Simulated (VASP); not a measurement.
Input of a VASP 6.6.1 run:

File INCAR:

```
SYSTEM = Ce
ALGO = Normal ; EDIFF = 1E-6
ENCUT = 520 ; GGA = RP
ISIF = 2 ; ISMEAR = -1
ISPIN = 2 ; LASPH = .TRUE.
LCHARG = .FALSE. ; LMAXMIX = 6
LORBIT = 11 ; LREAL = .FALSE.
LWAVE = .FALSE. ; MAGMOM = 1
NBANDS = 16 ; NELM = 150
PREC = Accurate ; SIGMA = 0.05
```

File KPOINTS:

```
k-points
0
G
  15 15 15
  0 0 0
```

POSCAR

```
Ce
1.0
    0.0000000000      2.3744384352      2.3744384352
    2.3744384352      0.0000000000      2.3744384352
    2.3744384352      2.3744384352      0.0000000000
Ce
1
Direct
    0.0000000000      0.0000000000      0.0000000000
```

Potentials or basis: VASP PAW PBE potentials, release 64 (Ce).

Run with:

```sh
$ cat potpaw_PBE.64/Ce/POTCAR > POTCAR
$ mpirun -np 1 vasp_std > vasp.out
```

Q: Estimate the net moment.

A: 0.00 μB per cell.

Q: Estimate the pressure.

A: 1.3 GPa.

Caveat: the magnetic or orbital state may not be the lowest; the moments typed at the start vanished in this run; the PAW data sets were made with another functional, which shifts forces and pressure a little. The state reached can hang on the start; a lower one may exist.
